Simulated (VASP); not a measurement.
# Sm3Ta (Im-3m) in VASP: relaxation of cell and atoms with PBE

Aim: the relaxation of cell and atoms of Sm3Ta with PBE.

Everything below comes from runs of VASP 6.6.1. Logs are shortened: lines on timing, memory, paths and dates and some standing lists are left out, and cuts for length are marked.

## Step 1: The cell of the first run

It takes space group Im-3m (No. 229, cubic). The conventional cell has a = 5.882 Å, b = 5.882 Å, c = 5.882 Å, α = 90.00°, β = 90.00°, γ = 90.00°. Sm (site symmetry 4/mmm) has 4 Sm at 2.94 Å and 2 Ta at 2.94 Å within 3.9 Å. Ta (site symmetry m-3m) has 6 Sm at 2.94 Å within 3.9 Å.

The cell was built from a structure type or drawn by symmetry, and may not be a known phase.

## Step 2: Relaxation of cell and atoms, PBE

INCAR reads:

```
PREC = Accurate
ENCUT = 500
EDIFF = 1E-7
ISMEAR = 0
SIGMA = 0.2
LREAL = False
LASPH = True
NELM = 200
ALGO = Normal
ISIF = 3
LWAVE = False
LCHARG = False
GGA = PE
IBRION = 2
NSW = 36
EDIFFG = -0.08
GGA_COMPAT = False
NELMIN = 4
LMAXMIX = 6
```

KPOINTS reads:

```
Automatic mesh
0
Gamma
  5 5 5
```

POSCAR reads:

```
Sm3Ta
1.0
   -2.9410863100      2.9410863100      2.9410863100
    2.9410863100     -2.9410863100      2.9410863100
    2.9410863100      2.9410863100     -2.9410863100
Sm Ta
3 1
Direct
    0.0000000000      0.5000000000      0.5000000000
    0.5000000000      0.0000000000      0.5000000000
    0.5000000000      0.5000000000      0.0000000000
    0.0000000000      0.0000000000      0.0000000000
```

Potentials or basis: VASP PAW PBE potentials, release 64 (Sm_3, Ta_pv), 4f in core.

The run is started by

```
$ cat potpaw_PBE.64/Sm_3/POTCAR potpaw_PBE.64/Ta_pv/POTCAR > POTCAR
$ mpirun -np 1 vasp_std > vasp.out
```

OUTCAR:

```text
PREC = Accurate
   ENCUT = 500
   EDIFF = 1E-7
   ISMEAR = 0
   LREAL = False
   LASPH = True
   NELM = 200
   ISIF = 3
   GGA = PE
   IBRION = 2
   NSW = 36
   EDIFFG = -0.08
   NELMIN = 4

 ion  position               nearest neighbor table
   1  0.000  0.500  0.500-   2 2.94   3 2.94   4 2.94   4 2.94   3 2.94   2 2.94
   2  0.500  0.000  0.500-   1 2.94   3 2.94   4 2.94   3 2.94   4 2.94   1 2.94
   3  0.500  0.500  0.000-   1 2.94   2 2.94   4 2.94   2 2.94   1 2.94   4 2.94
   4  0.000  0.000  0.000-   1 2.94   2 2.94   3 2.94   1 2.94   2 2.94   3 2.94

  LATTYP: Found a body centered cubic cell.
 ALAT       =     5.8821726200

  Lattice vectors:

 A1 = (  -2.9410863100,   2.9410863100,   2.9410863100)
 A2 = (   2.9410863100,  -2.9410863100,   2.9410863100)
 A3 = (   2.9410863100,   2.9410863100,  -2.9410863100)

Analysis of symmetry for initial positions (statically):
=====================================================================
 Subroutine PRICEL returns:
 Original cell was already a primitive cell.

 Routine SETGRP: Setting up the symmetry group for a
 body centered cubic supercell.

 Subroutine GETGRP returns: Found 48 space group operations
 (whereof 48 operations were pure point group operations)
 out of a pool of 48 trial point group operations.

The static configuration has the point symmetry O_h .

Analysis of symmetry for dynamics (positions and initial velocities):
=====================================================================
 Subroutine PRICEL returns:
 Original cell was already a primitive cell.

 Routine SETGRP: Setting up the symmetry group for a
 body centered cubic supercell.

 Subroutine GETGRP returns: Found 48 space group operations
 (whereof 48 operations were pure point group operations)
 out of a pool of 48 trial point group operations.

The dynamic configuration has the point symmetry O_h .

 Subroutine INISYM returns: Found 48 space group operations
 (whereof 48 operations are pure point group operations),
 and found     1 'primitive' translations

----------------------------------------------------------------------------------------

                                     Primitive cell

  volume of cell :     101.7615

  direct lattice vectors                    reciprocal lattice vectors
    -2.941086310  2.941086310  2.941086310     0.000000000  0.170005211  0.170005211
     2.941086310 -2.941086310  2.941086310     0.170005211  0.000000000  0.170005211
     2.941086310  2.941086310 -2.941086310     0.170005211  0.170005211  0.000000000

  length of vectors
     5.094110918  5.094110918  5.094110918     0.240423676  0.240423676  0.240423676

  position of ions in fractional coordinates (direct lattice)
     0.000000000  0.500000000  0.500000000
     0.500000000  0.000000000  0.500000000
     0.500000000  0.500000000  0.000000000
     0.000000000  0.000000000  0.000000000

  ion indices of the primitive-cell ions
   primitive index   ion index
                 1           1
                 2           2
                 3           3
                 4           4

----------------------------------------------------------------------------------------

 KPOINTS: Automatic mesh

Automatic generation of k-mesh.
 Grid dimensions read from file:
 generate k-points for:    5    5    5

 Generating k-lattice:

  Cartesian coordinates                     Fractional coordinates (reciprocal lattice)
     0.000000000  0.034001042  0.034001042     0.200000000  0.000000000  0.000000000
     0.034001042  0.000000000  0.034001042     0.000000000  0.200000000  0.000000000
     0.034001042  0.034001042  0.000000000     0.000000000  0.000000000  0.200000000

  Length of vectors
     0.048084735  0.048084735  0.048084735

  Shift w.r.t. Gamma in fractional coordinates (k-lattice)
     0.000000000  0.000000000  0.000000000

 Subroutine IBZKPT returns following result:
 ===========================================

 Found     10 irreducible k-points:

 Following reciprocal coordinates:
            Coordinates               Weight
  0.000000  0.000000  0.000000      1.000000
  0.200000  0.000000  0.000000     12.000000
  0.400000  0.000000  0.000000     12.000000
  0.200000  0.200000  0.000000     24.000000
  0.400000  0.200000  0.000000     24.000000
  0.200000  0.200000  0.200000      8.000000
 -0.200000  0.200000  0.200000      6.000000
 -0.400000  0.400000  0.200000     24.000000
 -0.400000 -0.400000  0.200000      8.000000
 -0.400000  0.400000  0.400000      6.000000
   k-points           NKPTS =     10   k-points in BZ     NKDIM =     10   number of bands    NBANDS=     26
   number of dos      NEDOS =    301   number of ions     NIONS =      4
   total plane-waves  NPLWV =  64000
   dimension x,y,z NGX =    40 NGY =   40 NGZ =   40
   dimension x,y,z NGXF=    80 NGYF=   80 NGZF=   80
   ions per type =               3   1
   NGX,Y,Z   is equivalent  to a cutoff of  13.05, 13.05, 13.05 a.u.
   NGXF,Y,Z  is equivalent  to a cutoff of  26.11, 26.11, 26.11 a.u.
 SYSTEM =  unknown system
   PREC   = accura    normal or accurate (medium, high low for compatibility)
   ISTART =      0    job   : 0-new  1-cont  2-samecut
   ICHARG =      2    charge: 1-file 2-atom 10-const
   ISPIN  =      1    spin polarized calculation?
   LNONCOLLINEAR =      F non collinear calculations
   LSORBIT =      F    spin-orbit coupling
   LASPH  =      T    aspherical Exc in radial PAW
   ENCUT  =  500.0 eV  36.75 Ry    6.06 a.u.   9.29  9.29  9.29*2*pi/ulx,y,z
   NELM   =    200;   NELMIN=  4; NELMDL= -5     # of ELM steps
   EDIFF  = 0.1E-06   stopping-criterion for ELM
   LREAL  =      F    real-space projection
   EDIFFG = -.8E-01   stopping-criterion for IOM
   NSW    =     36    number of steps for IOM
   IBRION =      2    ionic relax: 0-MD 1-quasi-New 2-CG
   NFREE  =      1    steps in history (QN), initial steepest desc. (CG)
   ISIF   =      3    stress and relaxation
   ISYM   =      2    0-nonsym 1-usesym 2-fastsym
   POTIM  = 0.5000    time-step for ionic-motion
   TEBEG  =    0.0;   TEEND  =   0.0 temperature during run
   PSTRESS=    0.0 pullay stress
   NELECT =      44.0000    total number of electrons
   NUPDOWN=      -1.0000    fix difference up-down
   EMIN   =  10.00;   EMAX   =-10.00  energy-range for DOS
   EFERMI =   0.00;   METHOD = LEGACY
   ISMEAR =     0;   SIGMA  =   0.20  broadening in eV -4-tet -1-fermi 0-gaus
   EFERMI_NEDOS =   21; number of points for ismear=-14 and -15
   IALGO  =     38    algorithm
   IMIX   =      4    mixing-type and parameters
     AMIX     =   0.40;   BMIX     =  1.00
     AMIX_MAG =   1.60;   BMIX_MAG =  1.00
  volume/ion in A,a.u.               =      25.44       171.68
  Fermi-wavevector in a.u.,A,eV,Ry     =   1.237935  2.339359 20.850709  1.532484
  Thomas-Fermi vector in A             =   2.372482
   LORBIT       =      0    0 simple, 1 ext, 2 COOP (PROOUT), +10 PAW based schemes
   GGA     = PE    functional components
   LHFCALC =     F    Hartree Fock is set to
   AEXX    =    0.0000 exact exchange contribution
   IVDW    =     0    specifies the selected vdW correction
   LEPSILON=     F    determine dielectric tensor
   LRPA    =     F    only Hartree local field effects (RPA)
 conjugate gradient relaxation of ions
 non-spin polarized calculation
 Gauss-broadening in eV      SIGMA  =   0.20
  energy-cutoff  :      500.00
  volume of cell :      101.76
 maximum number of plane-waves:      2593
 NGX is ok and might be reduce to    40
   NGX = 19   NGY = 19   NGZ = 19

--------------------------------------- Ionic step        1  -------------------------------------------

 number of electron      43.9999996 magnetization

 Free energy of the ion-electron system (eV)
  ---------------------------------------------------
  ext. energy  EPLUGINS =         0.00000000
  ---------------------------------------------------
  free energy    TOTEN  =       -20.91362396 eV

  energy without entropy =      -20.82147904  energy(sigma->0) =      -20.86755150

------------------------ aborting loop because EDIFF is reached ----------------------------------------

  FORCE on cell =-STRESS in cart. coord.  units (eV):
  Direction    XX          YY          ZZ          XY          YZ          ZX
  --------------------------------------------------------------------------------------
  -------------------------------------------------------------------------------------
  Total        6.0944957      6.0944957      6.0944957      0.0000000      0.0000000     -0.0000000
  in kB       95.9544360     95.9544360     95.9544360      0.0000000      0.0000000     -0.0000000
  external PRESSURE =      95.9544360 kB  Pullay stress =       0.0000000 kB

 VOLUME and BASIS-vectors are now :
 -----------------------------------------------------------------------------
  energy-cutoff  :      500.00
  volume of cell :      101.76
      direct lattice vectors                 reciprocal lattice vectors
    -2.941086310  2.941086310  2.941086310     0.000000000  0.170005211  0.170005211
     2.941086310 -2.941086310  2.941086310     0.170005211  0.000000000  0.170005211
     2.941086310  2.941086310 -2.941086310     0.170005211  0.170005211  0.000000000

 POSITION                                       TOTAL-FORCE (eV/Angst)
 -----------------------------------------------------------------------------------
      2.94109      0.00000      0.00000        -0.000000      0.000000      0.000000
      0.00000      2.94109      0.00000        -0.000000     -0.000000     -0.000000
      0.00000      0.00000      2.94109         0.000000      0.000000     -0.000000
      0.00000      0.00000      0.00000         0.000000     -0.000000      0.000000
 -----------------------------------------------------------------------------------
    total drift:                               -0.000000     -0.000000      0.000000

  FREE ENERGIE OF THE ION-ELECTRON SYSTEM (eV)
  ---------------------------------------------------
  free  energy   TOTEN  =       -20.9136239595 eV

  energy  without entropy=      -20.8214790355  energy(sigma->0) =      -20.86755150

--------------------------------------- Ionic step        2  -------------------------------------------

 number of electron      44.0000001 magnetization

 E-fermi :   2.9017     XC(G=0):  -9.9537

 val. band max:        2.8805984159   @ k =  -0.4000   0.4000   0.2000
 cond. band min:       2.9559399851   @ k =  -0.4000   0.4000   0.4000
 fundamental gap:      0.0753415692
 Fermi energy:         2.9017012335

 k-point     1 :       0.0000    0.0000    0.0000
  band No.  band energies     occupation
      1     -38.0936      2.00000
      2     -37.8597      2.00000
      3     -37.8597      2.00000
      4     -31.6881      2.00000
      5     -31.6881      2.00000
      6     -31.6881      2.00000
[... 18 lines left out ...]
     25       5.4070      0.00000
     26       5.4070      0.00000
[... 281 lines left out ...]
 POSITION                                       TOTAL-FORCE (eV/Angst)
 -----------------------------------------------------------------------------------
      3.15727      0.00000      0.00000        -0.000000      0.000000     -0.000000
      3.15727      0.00000      3.15727        -0.000000      0.000000     -0.000000
      0.00000      0.00000      3.15727        -0.000000      0.000000     -0.000000
      0.00000      6.31453      0.00000         0.000000     -0.000000      0.000000
 -----------------------------------------------------------------------------------
    total drift:                               -0.000000     -0.000000      0.000000

  FREE ENERGIE OF THE ION-ELECTRON SYSTEM (eV)
  ---------------------------------------------------
  free  energy   TOTEN  =       -21.3176165426 eV

  energy  without entropy=      -21.1599749478  energy(sigma->0) =      -21.23879575

--------------------------------------- Ionic step        3  -------------------------------------------

 number of electron      44.0000002 magnetization

 Free energy of the ion-electron system (eV)
  ---------------------------------------------------
  ext. energy  EPLUGINS =         0.00000000
  ---------------------------------------------------
  free energy    TOTEN  =       -21.36516756 eV

  energy without entropy =      -21.23085443  energy(sigma->0) =      -21.29801100

 E-fermi :   3.1931     XC(G=0): -10.2001

 val. band max:        3.1301791966   @ k =  -0.4000   0.4000   0.2000
 cond. band min:       3.2462525095   @ k =  -0.4000   0.4000   0.4000
 fundamental gap:      0.1160733129
 Fermi energy:         3.1931242584

 k-point     1 :       0.0000    0.0000    0.0000
  band No.  band energies     occupation
      1     -37.7317      2.00000
      2     -37.4441      2.00000
      3     -37.4441      2.00000
      4     -31.3253      2.00000
      5     -31.3253      2.00000
      6     -31.3253      2.00000
[... 18 lines left out ...]
     25       5.8391      0.00000
     26       5.8391      0.00000
[... 281 lines left out ...]
 POSITION                                       TOTAL-FORCE (eV/Angst)
 -----------------------------------------------------------------------------------
      3.09809      0.00000      0.00000        -0.000000      0.000000     -0.000000
      0.00000      3.09809      0.00000         0.000000     -0.000000      0.000000
      0.00000      0.00000      3.09809        -0.000000      0.000000      0.000000
      0.00000     -0.00000      0.00000         0.000000     -0.000000      0.000000
 -----------------------------------------------------------------------------------
    total drift:                               -0.000000     -0.000000      0.000000

  FREE ENERGIE OF THE ION-ELECTRON SYSTEM (eV)
  ---------------------------------------------------
  free  energy   TOTEN  =       -21.3651675635 eV

  energy  without entropy=      -21.2308544341  energy(sigma->0) =      -21.29801100

 reached required accuracy - stopping structural energy minimisation
```

Run time: 1.9 min. Hardware: 1 thread of Intel Xeon 6975P-C (Granite Rapids), shared host; peak memory 0.24 GiB.

What came out:

```yaml
Free_energy: -21.3652 eV
Relaxed_volume: 29.74 Å³/atom
Relaxed_cell: a = 5.366 Å, b = 5.366 Å, c = 5.366 Å, α = 109.47°, β = 109.47°, γ = 109.47°
Space_group_after_relaxing_to_0.1_Å: Im-3m (No. 229)
Energy_gained_by_relaxing: 112.9 meV/atom
Ionic_steps: 3
Pressure_after_relaxing: 0.1 GPa
Band_gap_on_the_k_mesh: zero (bands 22 and 23 overlap by 0.59 eV)
```

The path:
| step | energy change (eV) | largest force (eV/Å) | pressure (GPa) | volume (Å³) |
| --- | --- | --- | --- | --- |
| 1 | 0.0000 | 0.0000 | 9.60 | 101.76 |
| 2 | -0.4040 | 0.0000 | -2.15 | 125.89 |
| 3 | -0.4515 | 0.0000 | 0.06 | 118.94 |

Final structure:
```xyz
4
Lattice="-3.0981 3.0981 3.0981 3.0981 -3.0981 3.0981 3.0981 3.0981 -3.0981" Properties=species:S:1:pos:R:3 pbc="T T T"
Sm    3.0981    0.0000    0.0000
Sm    0.0000    3.0981    0.0000
Sm    0.0000    0.0000    3.0981
Ta    0.0000    0.0000    0.0000
```

Caveat: the volume moved by over 15 % at a fixed basis, so the end points are rough; spin-orbit coupling is left out, which moves the levels of the heavy elements; the 4f electrons are frozen in the core, so they carry no moment and show no levels.
